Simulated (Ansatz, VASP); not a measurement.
Two plane-wave programs on Si

Contents of POSCAR:

```
Si
1.0
    3.6786320249      0.0000000000      0.0000000000
   -1.8393160125      3.1857887847      0.0000000000
    0.0000000000      0.0000000000      6.5954927222
Si
4
Direct
    0.3333333333      0.6666666667      0.0630908785
    0.6666666667      0.3333333333      0.5630908785
    0.3333333333      0.6666666667      0.4369091215
    0.6666666667      0.3333333333      0.9369091215
```

The input INCAR.step1:

```
SYSTEM = Si
PREC = Accurate ; ENCUT = 520
ISMEAR = 0 ; SIGMA = 0.05
LREAL = .FALSE. ; LASPH = .TRUE.
NELM = 80 ; NBANDS = 16
GGA = PE ; ALGO = Normal
EDIFF = 1E-4 ; LWAVE = .TRUE.
LCHARG = .FALSE.
```

File INCAR.step2:

```
SYSTEM = Si
PREC = Accurate ; ENCUT = 520
EDIFF = 1E-7 ; ISMEAR = 0
SIGMA = 0.05 ; LREAL = .FALSE.
LASPH = .TRUE. ; NELM = 80
ALGO = Normal ; ISIF = 2
LWAVE = .FALSE. ; LCHARG = .FALSE.
METAGGA = R2SCAN ; LMIXTAU = .TRUE.
NBANDS = 16 ; ISTART = 1
```

Contents of KPOINTS:

```
regular mesh
0
G
  12 12 4
  0 0 0
```

Input for Ansatz:

```yaml
crystal:
  lattice:
    - [3.6786320249, 0.0, 0.0]
    - [-1.8393160125, 3.1857887847, 0.0]
    - [0.0, 0.0, 6.5954927222]
  atoms:
    - { symbol: Si, position: [0.3333333333, 0.6666666667, 0.0630908785] }
    - { symbol: Si, position: [0.6666666667, 0.3333333333, 0.5630908785] }
    - { symbol: Si, position: [0.3333333333, 0.6666666667, 0.4369091215] }
    - { symbol: Si, position: [0.6666666667, 0.3333333333, 0.9369091215] }
basis:
  ecutwfc: 500
kpoints:
  mp_grid: { grid: [12, 12, 4] }
hamiltonian:
  xc: r2scan
scf:
  occupations: { method: gaussian, width: 0.05 }
output:
  forces: true
  stress: true
  eigenvalues: true
```

Change from the starting cell: strain -0.040 along x and y, +0.040 along z, atoms carried along.

Alike in both runs: task single point; functional r2SCAN; k mesh 12 × 12 × 4; occupations gaussian, width 0.05 eV; no spin polarisation.

|  | VASP | Ansatz |
| --- | --- | --- |
| version | VASP 6.6.1 | Ansatz 0.2.0 |
| potentials or method | VASP PAW PBE potentials, release 64 (Si), cutoff 520 eV | scalar-relativistic, plane waves, PAW |
| valence electrons in the cell | 16 | 16 |

|  | VASP | Ansatz | Ansatz less VASP |
| --- | --- | --- | --- |
| gap on the k mesh at the Fermi level (eV) | 0.79 | 0.78 | -0.010 |
| least direct gap on the mesh (eV) | 1.13 | 1.12 | -0.012 |
| pressure (GPa) | 5.0 | 5.3 | +0.24 |
| traceless stress, the component that is largest in VASP (GPa) | -12.69 | -12.61 | +0.073 |
| rms of the force components (eV/Å) | 0.467 | 0.474 | +0.0075 |

VASP's potentials were made for PBE, not for r2SCAN. Atom by atom the forces differ by 0.007 eV/Å (rms over components).
